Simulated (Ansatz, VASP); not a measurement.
# AlH5: VASP beside Ansatz

Contents of INCAR:

```
PREC     = Accurate       # precision mode
ENCUT    = 520            # plane-wave cutoff, eV
EDIFF    = 1E-7           # SCF threshold, eV
ISMEAR   = 0              # smearing method
SIGMA    = 0.1            # smearing width, eV
LREAL    = False          # projectors in reciprocal space
LASPH    = True           # aspherical terms in the spheres
NELM     = 100            # most SCF steps
ALGO     = Normal         # electronic algorithm
ISIF     = 2              # what is computed and relaxed
LWAVE    = False          # write WAVECAR
LCHARG   = False          # write CHGCAR
GGA      = PE             # functional
NBANDS   = 20             # bands
```

Contents of KPOINTS:

```
Automatic mesh
0
Gamma
  6 6 4
```

Contents of POSCAR:

```
AlH5
1.0
    3.5119067032      0.0000000000      0.0000000000
    0.0106548545      3.5222269000      0.0000000000
    0.0008151738      0.0131769151      7.0095016492
Al H
2 10
Direct
    0.5090077762      0.5052051218      0.7498842325
    0.4909922238      0.4947948782      0.2501157675
    0.0052503340      0.4991072151      0.7498302937
    0.9947496660      0.5008927849      0.2501697063
    0.4972792871      0.0030816879      0.7503367254
    0.5027207129      0.9969183121      0.2496632746
    0.0746188491      0.0270317336      0.9646153420
    0.0584060028      0.0429371993      0.5389754061
    0.5000000000      0.5000000000      0.0000000000
    0.5000000000      0.5000000000      0.5000000000
    0.9253811509      0.9729682664      0.0353846580
    0.9415939972      0.9570628007      0.4610245939
```

Input for Ansatz:

```yaml
crystal:
  lattice:
    - [3.5119067032, 0.0, 0.0]
    - [0.0106548545, 3.5222269, 0.0]
    - [0.0008151738, 0.0131769151, 7.0095016492]
  atoms:
    - { symbol: Al, position: [0.5090077762, 0.5052051218, 0.7498842325] }
    - { symbol: Al, position: [0.4909922238, 0.4947948782, 0.2501157675] }
    - { symbol: H, position: [0.005250334, 0.4991072151, 0.7498302937] }
    - { symbol: H, position: [0.994749666, 0.5008927849, 0.2501697063] }
    - { symbol: H, position: [0.4972792871, 0.0030816879, 0.7503367254] }
    - { symbol: H, position: [0.5027207129, 0.9969183121, 0.2496632746] }
    - { symbol: H, position: [0.0746188491, 0.0270317336, 0.964615342] }
    - { symbol: H, position: [0.0584060028, 0.0429371993, 0.5389754061] }
    - { symbol: H, position: [0.5, 0.5, 0.0] }
    - { symbol: H, position: [0.5, 0.5, 0.5] }
    - { symbol: H, position: [0.9253811509, 0.9729682664, 0.035384658] }
    - { symbol: H, position: [0.9415939972, 0.9570628007, 0.4610245939] }
basis:
  ecutwfc: 420
kpoints:
  mp_grid: { grid: [6, 6, 4] }
hamiltonian:
  xc: pbe
scf:
  occupations: { method: gaussian, width: 0.1 }
  lower_state_search: "off"
output:
  forces: true
  stress: true
  eigenvalues: true
```

Change from the starting cell: the structure that the rattled cell fell into.

Alike in both runs: task single point; functional PBE; k mesh 6 × 6 × 4; occupations gaussian, width 0.1 eV; no spin polarisation.

|  | VASP | Ansatz |
| --- | --- | --- |
| version | VASP 6.6.1 | Ansatz 0.2.0 |
| potentials or method | VASP PAW PBE potentials, release 64 (Al, H), cutoff 520 eV | scalar-relativistic, plane waves, PAW |
| valence electrons in the cell | 16 | 16 |

Ansatz gave:

* gap on the k mesh at the Fermi level (eV): 0.26
* least direct gap on the mesh (eV): 3.20
* pressure (GPa): 0.1
* traceless stress, the component that is largest in VASP (GPa): -0.06
* rms of the force components (eV/Å): 0.019

Estimate VASP's values.

gap on the k mesh at the Fermi level (eV): 0.24; least direct gap on the mesh (eV): 3.20; pressure (GPa): -0.1; traceless stress, the component that is largest in VASP (GPa): -0.06; rms of the force components (eV/Å): 0.016.

Atom by atom the forces differ by 0.003 eV/Å (rms over components). With one functional, cell and mesh, what is left measures potentials, basis and numerics.
